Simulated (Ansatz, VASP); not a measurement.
Zn4SeS3 in VASP and in Ansatz

```
Zn Se S
1.0
     5.51558    0.00000    0.00000
     0.00000    5.51558    0.00000
     0.00000    0.00000    5.51558
Zn Se S
4 1 3
Cartesian
  4.1014 4.1014 4.1014
  4.1014 1.4142 1.4142
  1.4142 4.1014 1.4142
  1.4142 1.4142 4.1014
  0.0000 0.0000 0.0000
  2.7578 2.7578 0.0000
  2.7578 0.0000 2.7578
  0.0000 2.7578 2.7578
```

Alike in both runs: functional PBE; k mesh 6 × 6 × 6; occupations gaussian, width 0.02 eV; no spin polarisation.

Ansatz relaxed the structure, and its values are those at the end. VASP's run is a single point on that final structure, the one shown.

|  | VASP | Ansatz |
| --- | --- | --- |
| version | VASP 6.6.1 | Ansatz 0.2.0 |
| potentials or method | VASP PAW PBE potentials, release 64 (Zn, Se, S), cutoff 520 eV | scalar-relativistic, plane waves, PAW |
| valence electrons in the cell | 72 | 82 |

Ansatz gave:

| Item | Value |
| --- | --- |
| gap on the k mesh at the Fermi level (eV) | 1.73 |
| least direct gap on the mesh (eV) | 1.73 |
| pressure (GPa) | 0.0 |

Task: Which values does VASP return?

Result: gap on the k mesh at the Fermi level (eV): 1.73; least direct gap on the mesh (eV): 1.73; pressure (GPa): 0.2.

VASP's potentials hold 72 valence electrons a cell and Ansatz's 82, so a difference there can come from the potentials and not from the codes.
